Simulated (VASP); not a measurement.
# Ca3SbP (P4mm) in VASP: notebook, part 2 of 2

VASP 6.6.1. Earlier steps stand in the parts before.

**3. Single point, LDA (atoms displaced along a vibrational mode, the cell strained)**

Input file INCAR:

```
  ALGO = Normal
  EDIFF = 1E-6
  ENCUT = 520
  GGA = CA
  ISIF = 2
  ISMEAR = 0
  LASPH = True
  LCHARG = False
  LREAL = False
  LWAVE = False
  NBANDS = 28
  NELM = 100
  PREC = Accurate
  SIGMA = 0.05
```

Input file KPOINTS:

```
k-points
0
Gamma
  6 6 6
```

Input file POSCAR:

```
Ca3SbP
1.0
    5.2952063624      0.0000000000      0.0000000000
    0.0000000000      5.2952063624      0.0000000000
    0.0000000000      0.0000000000      5.2952063624
Ca Sb P
3 1 1
Direct
   -0.0114827719      0.5000000000      0.5000000000
    0.4542997981      0.0000000000      0.5000000000
    0.4542997981      0.5000000000      0.0000000000
    0.0351054686      0.0000000000      0.0000000000
    0.4951220023      0.5000000000      0.5000000000
```

Potentials or basis: VASP PAW LDA potentials, release 64 (Ca_sv, Sb, P).

The run is started by

```bash
cat potpaw_LDA.64/Ca_sv/POTCAR potpaw_LDA.64/Sb/POTCAR potpaw_LDA.64/P/POTCAR > POTCAR
mpirun -np 1 vasp_std > vasp.out
```

OUTCAR:

```text
EDIFF = 1E-6
   ENCUT = 520
   GGA = CA
   ISIF = 2
   ISMEAR = 0
   LASPH = True
   LREAL = False
   NELM = 100
   PREC = Accurate

 ion  position               nearest neighbor table
   1  0.989  0.500  0.500-   5 2.61   5 2.68
   2  0.454  0.000  0.500-   5 2.66   5 2.66   4 3.45   4 3.45
   3  0.454  0.500  0.000-   5 2.66   5 2.66   4 3.45   4 3.45
   4  0.035  0.000  0.000-   2 3.45   3 3.45   2 3.45   3 3.45
   5  0.495  0.500  0.500-   1 2.61   2 2.66   3 2.66   3 2.66   2 2.66   1 2.68

[... 947 lines left out ...]
  --------------------------------------------------------------------------------------
  -------------------------------------------------------------------------------------
  Total        0.3555810     -0.7832210     -0.7832210      0.0000000      0.0000000      0.0000000
  in kB        3.8370766     -8.4517422     -8.4517422      0.0000000      0.0000000      0.0000000
  external PRESSURE =      -4.3554693 kB  Pullay stress =       0.0000000 kB

 VOLUME and BASIS-vectors are now :
 -----------------------------------------------------------------------------
  energy-cutoff  :      520.00
  volume of cell :      148.47
      direct lattice vectors                 reciprocal lattice vectors
     5.295206362  0.000000000  0.000000000     0.188850053  0.000000000  0.000000000
     0.000000000  5.295206362  0.000000000     0.000000000  0.188850053  0.000000000
     0.000000000  0.000000000  5.295206362     0.000000000  0.000000000  0.188850053

 POSITION                                       TOTAL-FORCE (eV/Angst)
 -----------------------------------------------------------------------------------
      5.23440      2.64760      2.64760        -0.003019      0.000000      0.000000
      2.40561      0.00000      2.64760         0.040270      0.000000      0.000000
      2.40561      2.64760      0.00000         0.040270      0.000000      0.000000
      0.18589      0.00000      0.00000        -0.003150     -0.000000      0.000000
      2.62177      2.64760      2.64760        -0.074370      0.000000     -0.000000
 -----------------------------------------------------------------------------------
    total drift:                                0.000953      0.000000     -0.000001

  FREE ENERGIE OF THE ION-ELECTRON SYSTEM (eV)
  ---------------------------------------------------
  free  energy   TOTEN  =       -22.6153589567 eV

  energy  without entropy=      -22.6153589567  energy(sigma->0) =      -22.61535896
```

OSZICAR:

```text
N       E                     dE             d eps       ncg     rms          rms(c)
DAV:   1     0.352170610794E+03    0.35217E+03   -0.18580E+04  2240   0.128E+03
DAV:   2     0.825294010810E-01   -0.35209E+03   -0.34587E+03  2520   0.371E+02
DAV:   3    -0.223500797726E+02   -0.22433E+02   -0.22304E+02  3592   0.755E+01
DAV:   4    -0.242468961061E+02   -0.18968E+01   -0.18909E+01  3848   0.191E+01
DAV:   5    -0.243247317097E+02   -0.77836E-01   -0.77823E-01  3372   0.339E+00    0.792E+00
DAV:   6    -0.228328870137E+02    0.14918E+01   -0.33951E+00  2576   0.583E+00    0.489E+00
DAV:   7    -0.226293628006E+02    0.20352E+00   -0.14196E+00  3056   0.441E+00    0.215E+00
DAV:   8    -0.226248755271E+02    0.44873E-02   -0.39466E-01  2748   0.237E+00    0.703E-01
DAV:   9    -0.226156416463E+02    0.92339E-02   -0.44472E-02  2932   0.792E-01    0.382E-01
DAV:  10    -0.226153860182E+02    0.25563E-03   -0.13444E-02  3624   0.339E-01    0.181E-01
DAV:  11    -0.226154138556E+02   -0.27837E-04   -0.82585E-04  3040   0.144E-01    0.921E-02
DAV:  12    -0.226153625755E+02    0.51280E-04   -0.20782E-04  3064   0.702E-02    0.370E-02
DAV:  13    -0.226153597057E+02    0.28698E-05   -0.16881E-05  3360   0.219E-02    0.188E-02
DAV:  14    -0.226153589567E+02    0.74894E-06   -0.21931E-06  2196   0.780E-03
   1 F= -.22615359E+02 E0= -.22615359E+02  d E =-.567167E-19
```

It took 2.6 min on 1 thread of Oxide Virtual Turin-like, shared host; peak memory 0.27 GiB.

Results:

| Item | Value |
| --- | --- |
| Free energy | -22.6154 eV |
| Pressure | -0.4 GPa |
| Largest force | 0.074 eV/Å |
| Band gap on the k mesh | 0.79 eV |

Forces on the atoms (eV/Å):
```
Ca  -0.003  0.000  0.000
Ca   0.040  0.000  0.000
Ca   0.040  0.000  0.000
Sb  -0.003  0.000  0.000
P   -0.074  0.000  0.000
```

Levels at points of the mesh, in eV from the valence-band top:
| k point | band 17 | band 18 | band 19 | band 20 | band 21 | band 22 | band 23 | band 24 |
| --- | --- | --- | --- | --- | --- | --- | --- | --- |
| (0.00, 0.00, 0.00) | -1.56 | -0.07 | 0.00 | 0.00 | 0.79 | 0.97 | 1.14 | 1.31 |
| (0.50, 0.00, 0.00) | -1.45 | -1.45 | -0.86 | -0.86 | 1.45 | 1.68 | 1.91 | 2.93 |
| (0.00, 0.50, 0.00) | -1.43 | -1.41 | -0.89 | -0.75 | 1.42 | 1.69 | 1.93 | 2.75 |
| (0.50, 0.50, 0.00) | -1.64 | -1.16 | -1.06 | -0.85 | 1.92 | 2.03 | 2.07 | 2.43 |
| (0.00, 0.50, 0.50) | -1.59 | -1.08 | -1.08 | -0.64 | 1.85 | 1.85 | 1.98 | 2.26 |
| (0.50, 0.50, 0.50) | -2.99 | -1.49 | -1.49 | -1.40 | 2.08 | 2.21 | 2.21 | 2.96 |

Caveat: the cell differs from its parent crystal (atoms displaced along a vibrational mode, the cell strained); semilocal functionals underestimate gaps, and a narrow one can read as zero; spin-orbit coupling is left out, which moves the levels of the heavy elements.

**4. Single point, LDA (atoms displaced along a vibrational mode, the cell strained)**

Input file INCAR:

```
SYSTEM = Ca3SbP
  ALGO = Normal
  EDIFF = 1E-6
  ENCUT = 520
  GGA = CA
  ISIF = 2
  ISMEAR = 0
  LASPH = .TRUE.
  LCHARG = .FALSE.
  LREAL = .FALSE.
  LWAVE = .FALSE.
  NBANDS = 28
  NELM = 80
  PREC = Accurate
  SIGMA = 0.05
```

Input file KPOINTS:

```
k-points
0
G
  6 6 6
  0 0 0
```

Input file POSCAR:

```
Ca3SbP
1.0
    5.2952063624      0.0000000000      0.0000000000
    0.0000000000      5.2952063624      0.0000000000
    0.0000000000      0.0000000000      5.2952063624
Ca Sb P
3 1 1
Direct
   -0.0086120789      0.5000000000      0.5000000000
    0.4657248486      0.0000000000      0.5000000000
    0.4657248486      0.5000000000      0.0000000000
    0.0263291015      0.0000000000      0.0000000000
    0.4963415017      0.5000000000      0.5000000000
```

The run is started by

```bash
cat potpaw_LDA.64/Ca_sv/POTCAR potpaw_LDA.64/Sb/POTCAR potpaw_LDA.64/P/POTCAR > POTCAR
mpirun -np 1 vasp_std > vasp.out
```

It took 2.4 min on 1 thread of Oxide Virtual Turin-like, shared host; peak memory 0.27 GiB.

Results (log left out):

```
Free energy            : -22.6165 eV
Pressure               : -0.6 GPa
Largest force          : 0.039 eV/Å
Band gap on the k mesh : 0.69 eV
```

Forces in eV/Å, atoms in the order of the input:
```
Ca  -0.001  0.000  0.000
Ca   0.002  0.000  0.000
Ca   0.002  0.000  0.000
Sb   0.036  0.000  0.000
P   -0.039  0.000  0.000
```

Stress tensor (GPa, compression positive):
```
-0.15  0.00  0.00
 0.00 -0.88  0.00
 0.00  0.00 -0.88
```

Levels at points of the mesh, in eV from the valence-band top:
| k point | band 16 | band 17 | band 18 | band 19 | band 20 | band 21 | band 22 | band 23 | band 24 | band 25 |
| --- | --- | --- | --- | --- | --- | --- | --- | --- | --- | --- |
| (0.00, 0.00, 0.00) | -1.66 | -1.66 | -0.06 | 0.00 | 0.00 | 0.69 | 0.85 | 1.03 | 1.04 | 1.22 |
| (0.50, 0.00, 0.00) | -2.26 | -1.55 | -1.55 | -0.94 | -0.94 | 1.35 | 1.59 | 1.82 | 2.82 | 2.82 |
| (0.00, 0.50, 0.00) | -2.35 | -1.53 | -1.52 | -0.95 | -0.87 | 1.33 | 1.61 | 1.82 | 2.68 | 2.72 |
| (0.50, 0.50, 0.00) | -3.30 | -1.74 | -1.23 | -1.18 | -0.92 | 1.83 | 1.89 | 1.96 | 2.32 | 2.77 |
| (0.00, 0.50, 0.50) | -3.33 | -1.71 | -1.19 | -1.19 | -0.79 | 1.79 | 1.79 | 1.90 | 2.22 | 2.81 |
| (0.50, 0.50, 0.50) | -3.11 | -3.10 | -1.59 | -1.59 | -1.53 | 2.02 | 2.09 | 2.09 | 2.88 | 2.95 |

Caveat: the cell differs from its parent crystal (atoms displaced along a vibrational mode, the cell strained); semilocal functionals underestimate gaps, and a narrow one can read as zero; spin-orbit coupling is left out, which moves the levels of the heavy elements. A k mesh can miss the band edges.

**5. Single point, LDA (atoms displaced along a vibrational mode, the cell strained)**

Input file INCAR:

```
ALGO = Normal
EDIFF = 1E-7
ENCUT = 520
ISIF = 2
ISMEAR = 0
LASPH = True
LCHARG = True
LELF = True
LREAL = False
LVHAR = True
LWAVE = False
NBANDS = 28
NELM = 100
PREC = Accurate
SIGMA = 0.05
```

Input file KPOINTS:

```
k-points
0
Gamma
  6 6 6
```

Input file POSCAR:

```
Ca3SbP
1.0
    5.3393199531      0.0000000000      0.0000000000
    0.0000000000      5.3393199531      0.0000000000
    0.0000000000      0.0000000000      5.3393199531
Ca Sb P
3 1 1
Direct
   -0.0114827719      0.5000000000      0.5000000000
    0.4542997981      0.0000000000      0.5000000000
    0.4542997981      0.5000000000      0.0000000000
    0.0351054686      0.0000000000      0.0000000000
    0.4951220023      0.5000000000      0.5000000000
```

The run is started by

```bash
cat potpaw_LDA.64/Ca_sv/POTCAR potpaw_LDA.64/Sb/POTCAR potpaw_LDA.64/P/POTCAR > POTCAR
mpirun -np 1 vasp_std > vasp.out
```

It took 3 min on 1 thread of Oxide Virtual Turin-like, shared host; peak memory 0.27 GiB.

It converged, with:

- Free energy: -22.5941 eV
- Pressure: -1.4 GPa
- Largest force: 0.085 eV/Å
- Band gap on the k mesh: 0.81 eV

Forces on the atoms (eV/Å):
```
Ca  -0.001  0.000  0.000
Ca   0.019  0.000  0.000
Ca   0.019  0.000  0.000
Sb   0.049  0.000  0.000
P   -0.085  0.000  0.000
```

Stress tensor (GPa, compression positive):
```
-0.64  0.00  0.00
 0.00 -1.83  0.00
 0.00  0.00 -1.83
```

Levels at points of the mesh, in eV from the valence-band top:
```tsv
k point	band 18	band 19	band 20	band 21	band 22	band 23
(0.00, 0.00, 0.00)	-0.07	0.00	0.00	0.81	0.89	1.17
(0.50, 0.00, 0.00)	-1.46	-0.82	-0.82	1.47	1.68	1.85
(0.00, 0.50, 0.00)	-1.42	-0.85	-0.72	1.44	1.69	1.89
(0.50, 0.50, 0.00)	-1.12	-1.02	-0.81	1.92	2.03	2.03
(0.00, 0.50, 0.50)	-1.04	-1.04	-0.60	1.85	1.85	1.93
(0.50, 0.50, 0.50)	-1.45	-1.45	-1.36	2.06	2.19	2.19
```

Caveat: the cell differs from its parent crystal (atoms displaced along a vibrational mode, the cell strained); spin-orbit coupling is left out, which moves the levels of the heavy elements.

**6. Single point, LDA (atoms displaced along a vibrational mode, the cell strained)**

Input file INCAR:

```
SYSTEM = Ca3SbP
PREC     = Accurate       ! precision mode
ENCUT    = 520            ! plane-wave cutoff, eV
EDIFF    = 1E-7           ! SCF threshold, eV
ISMEAR   = 0              ! smearing method
SIGMA    = 0.05           ! smearing width, eV
LREAL    = .FALSE.        ! projectors in reciprocal space
LASPH    = .TRUE.         ! aspherical terms in the spheres
NELM     = 100            ! most SCF steps
ALGO     = Normal         ! electronic algorithm
ISIF     = 2              ! what is computed and relaxed
LWAVE    = .FALSE.        ! write WAVECAR
LCHARG   = .FALSE.        ! write CHGCAR
GGA      = CA             ! functional
NBANDS   = 28             ! bands
```

Input file KPOINTS:

```
Automatic mesh
0
G
  6 6 6
  0 0 0
```

Input file POSCAR:

```
Ca3SbP
1.0
    5.3393199531      0.0000000000      0.0000000000
    0.0000000000      5.3393199531      0.0000000000
    0.0000000000      0.0000000000      5.3393199531
Ca Sb P
3 1 1
Direct
   -0.0057413859      0.5000000000      0.5000000000
    0.4771498990      0.0000000000      0.5000000000
    0.4771498990      0.5000000000      0.0000000000
    0.0175527343      0.0000000000      0.0000000000
    0.4975610011      0.5000000000      0.5000000000
```

Potentials or basis: VASP PAW LDA potentials, release 64 (Ca_sv, Sb, P).

The run is started by

```bash
cat potpaw_LDA.64/Ca_sv/POTCAR potpaw_LDA.64/Sb/POTCAR potpaw_LDA.64/P/POTCAR > POTCAR
mpirun -np 1 vasp_std > vasp.out
```

Run time: 3 min. Hardware: 1 thread of Oxide Virtual Turin-like, shared host; peak memory 0.27 GiB.

The run converged. Its results:

- Free energy: -22.5844 eV
- Pressure: -1.8 GPa
- Largest force: 0.071 eV/Å
- Band gap on the k mesh: 0.63 eV

Forces on the atoms (eV/Å):
```
Ca   0.000  0.000  0.000
Ca  -0.024  0.000  0.000
Ca  -0.024  0.000  0.000
Sb   0.071  0.000  0.000
P   -0.023  0.000  0.000
```

Stress tensor (GPa, compression positive):
```
-1.54  0.00  0.00
 0.00 -1.86  0.00
 0.00  0.00 -1.86
```

Levels at points of the mesh, in eV from the valence-band top:
```
           k point  band 18  band 19  band 20  band 21  band 22  band 23
(0.00, 0.00, 0.00)    -0.04     0.00     0.00     0.63     0.67     0.79
(0.50, 0.00, 0.00)    -1.63    -0.96    -0.96     1.28     1.52     1.70
(0.00, 0.50, 0.00)    -1.62    -0.97    -0.93     1.27     1.53     1.70
(0.50, 0.50, 0.00)    -1.26    -1.23    -0.93     1.75     1.78     1.83
(0.00, 0.50, 0.50)    -1.24    -1.24    -0.87     1.73     1.73     1.80
(0.50, 0.50, 0.50)    -1.62    -1.62    -1.60     1.94     1.97     1.97
```

Caveat: the cell differs from its parent crystal (atoms displaced along a vibrational mode, the cell strained); semilocal functionals underestimate gaps, and a narrow one can read as zero; spin-orbit coupling is left out, which moves the levels of the heavy elements. A k mesh can miss the band edges.

**7. Overview**

| cell | gap on the mesh (eV) | pressure (GPa) | largest force (eV/Å) |
| --- | --- | --- | --- |
| a = 5.295 Å, 5 atoms, atomic positions A | 0.60 | -0.8 | 0.05 |
| a = 5.295 Å, 5 atoms, atomic positions B | 0.79 | -0.4 | 0.07 |
| a = 5.295 Å, 5 atoms, atomic positions C | 0.69 | -0.6 | 0.04 |
| a = 5.339 Å, 5 atoms, atomic positions B | 0.81 | -1.4 | 0.08 |
| a = 5.339 Å, 5 atoms, atomic positions A | 0.63 | -1.8 | 0.07 |

Alike in all rows: task single point; level LDA; potentials or basis VASP PAW LDA potentials, release 64 (Ca_sv, Sb, P); no spin polarisation; k mesh 6 × 6 × 6; cutoff (eV) 520; smearing gaussian 0.05 eV.

Caveats: spin-orbit coupling is left out, which moves the levels of the heavy elements; semilocal functionals underestimate gaps, and a narrow one can read as zero (at least some runs).

Absolute energies hang on the potentials; compare differences alone.
